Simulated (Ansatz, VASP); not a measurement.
Two plane-wave programs on B

File INCAR:

```
SYSTEM = B
ALGO = Normal
EDIFF = 1E-7
ENCUT = 520
GGA = PE
ISIF = 2
ISMEAR = 0
LASPH = .True.
LCHARG = .False.
LREAL = .False.
LWAVE = .False.
NBANDS = 30
NELM = 80
PREC = Accurate
SIGMA = 0.1
```

Contents of KPOINTS:

```
k-points
0
Gamma
  4 4 4
  0 0 0
```

Contents of POSCAR:

```
B
1.0
    3.9646824400     -2.4121689900      0.0000000000
    3.9646824400      2.4121689900      0.0000000000
    0.0000000000      0.0000000000      4.4187040100
B
12
Direct
    0.2266267500      0.7733732500      0.0690149400
    0.7733732500      0.2266267500      0.5690149400
    0.2266267500      0.7733732500      0.4309850600
    0.7733732500      0.2266267500      0.9309850600
    0.4825087400      0.1696623100      0.4333017200
    0.5174912600      0.8303376900      0.9333017200
    0.8303376900      0.5174912600      0.0666982800
    0.1696623100      0.4825087400      0.5666982800
    0.5174912600      0.8303376900      0.5666982800
    0.4825087400      0.1696623100      0.0666982800
    0.1696623100      0.4825087400      0.9333017200
    0.8303376900      0.5174912600      0.4333017200
```

Input for Ansatz:

```yaml
crystal:
  lattice:
    - [3.96468244, -2.41216899, 0.0]
    - [3.96468244, 2.41216899, 0.0]
    - [0.0, 0.0, 4.41870401]
  atoms:
    - { symbol: B, position: [0.22662675, 0.77337325, 0.06901494] }
    - { symbol: B, position: [0.77337325, 0.22662675, 0.56901494] }
    - { symbol: B, position: [0.22662675, 0.77337325, 0.43098506] }
    - { symbol: B, position: [0.77337325, 0.22662675, 0.93098506] }
    - { symbol: B, position: [0.48250874, 0.16966231, 0.43330172] }
    - { symbol: B, position: [0.51749126, 0.83033769, 0.93330172] }
    - { symbol: B, position: [0.83033769, 0.51749126, 0.06669828] }
    - { symbol: B, position: [0.16966231, 0.48250874, 0.56669828] }
    - { symbol: B, position: [0.51749126, 0.83033769, 0.56669828] }
    - { symbol: B, position: [0.48250874, 0.16966231, 0.06669828] }
    - { symbol: B, position: [0.16966231, 0.48250874, 0.93330172] }
    - { symbol: B, position: [0.83033769, 0.51749126, 0.43330172] }
basis:
  ecutwfc: 420
kpoints:
  mp_grid: { grid: [4, 4, 4] }
hamiltonian:
  xc: pbe
scf:
  occupations: { method: gaussian, width: 0.1 }
  lower_state_search: "off"
output:
  forces: true
  stress: true
  eigenvalues: true
```

Alike in both runs: task single point; functional PBE; k mesh 4 × 4 × 4; occupations gaussian, width 0.1 eV; no spin polarisation.

|  | VASP | Ansatz |
| --- | --- | --- |
| version | VASP 6.6.1 | Ansatz 0.2.0 |
| potentials or method | VASP PAW PBE potentials, release 64 (B), cutoff 520 eV | scalar-relativistic, plane waves, PAW |
| valence electrons in the cell | 36 | 36 |

```tsv
	VASP	Ansatz	Ansatz less VASP
gap on the k mesh at the Fermi level (eV)	none	none	-
rms of the force components (eV/Å)	0.619	0.616	-0.0033
```

Atom by atom the forces differ by 0.004 eV/Å (rms over components). A gap of «none» marks a metal or a gap that the smearing closes. With one functional, cell and mesh, what is left measures potentials, basis and numerics.

The k mesh is coarse, so the values compare programs but aren't converged.
